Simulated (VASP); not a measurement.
Set up this calculation in VASP 6.6.1, as the native input.

```
Task                   : single point
Functional             : PBEsol
Potentials or basis    : VASP PAW PBE potentials, release 64 (Fe)
Cutoff                 : 520 eV
k mesh                 : 18 × 18 × 18
Occupations            : fermi-dirac, width 0.05 eV
Spin                   : collinear spin, ferromagnetic start
Starting moments       : [2.5] μB
Dipole correction      : no
Further INCAR settings : ALGO = Normal; EDIFF = 1e-06; NBANDS = 14
```

The structure of Fe lies in POSCAR:

```
Fe
1.0
    0.0000000000      1.7249021960      1.7249021960
    1.7249021960      0.0000000000      1.7249021960
    1.7249021960      1.7249021960      0.0000000000
Fe
1
Direct
    0.0000000000      0.0000000000      0.0000000000
```

This cell differs from its parent crystal: volume scaled by 1.04.

The input as run:

INCAR

```
ALGO = Normal ; EDIFF = 1E-6
ENCUT = 520 ; GGA = PS
ISIF = 2 ; ISMEAR = -1
ISPIN = 2 ; LASPH = True
LCHARG = True ; LELF = True
LMAXMIX = 4 ; LORBIT = 11
LREAL = False ; LVHAR = True
LWAVE = False ; MAGMOM = 2.5
NBANDS = 14 ; NELM = 150
PREC = Accurate ; SIGMA = 0.05
```

KPOINTS

```
k-points
0
Gamma
  18 18 18
```

Potentials or basis: VASP PAW PBE potentials, release 64 (Fe).

Launch:

```console
$ cat potpaw_PBE.64/Fe/POTCAR > POTCAR
$ mpirun -np 1 vasp_std > vasp.out
```

Results of the run:

| Property | Result |
| --- | --- |
| Pressure | -7.4 GPa |
| Net moment | 0.76 μB per cell |
| Site moments | Fe +0.74 μB |
| Valence electrons inside the program's atomic spheres | Fe 7.50 |

Caveat: the PAW data sets were made with another functional, which shifts forces and pressure a little.

Run time: 50 s on 1 thread of Intel(R) Xeon(R) 6975P-C (Granite Rapids), on a shared host, peak memory 0.16 GiB.
